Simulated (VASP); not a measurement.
A run of VASP 6.6.1:

Contents of INCAR:

```
SYSTEM = BN
PREC = Accurate
ENCUT = 600
EDIFF = 1E-6
ISMEAR = 0
SIGMA = 0.05
LREAL = .False.
LASPH = .True.
NELM = 120
ALGO = Normal
ISIF = 2
LWAVE = .False.
LCHARG = .False.
NBANDS = 11
GGA_COMPAT = .False.
```

File KPOINTS:

```
Automatic mesh
0
Gamma
  12 12 12
  0 0 0
```

Contents of POSCAR:

```
BN
1.0
    0.0000000000      1.7153171703      1.7153171703
    1.7153171703      0.0000000000      1.7153171703
    1.7153171703      1.7153171703      0.0000000000
B N
1 1
Direct
    0.0000000000      0.0000000000      0.0000000000
    0.7500000000      0.7500000000      0.7500000000
```

Potentials or basis: VASP PAW LDA potentials, release 64 (B, N).

Launch:

```console
$ cat potpaw_LDA.64/B/POTCAR potpaw_LDA.64/N/POTCAR > POTCAR
$ mpirun -np 1 vasp_std > vasp.out
```

Hardware: 1 thread of AMD EPYC 7R13, with other jobs on the host.

Question: How long does it take, and how much memory?

Answer: Run time: 8 s on 1 thread of AMD EPYC 7R13, on a shared host, peak memory 0.12 GiB. Counts: scf iterations 11, k points 72.
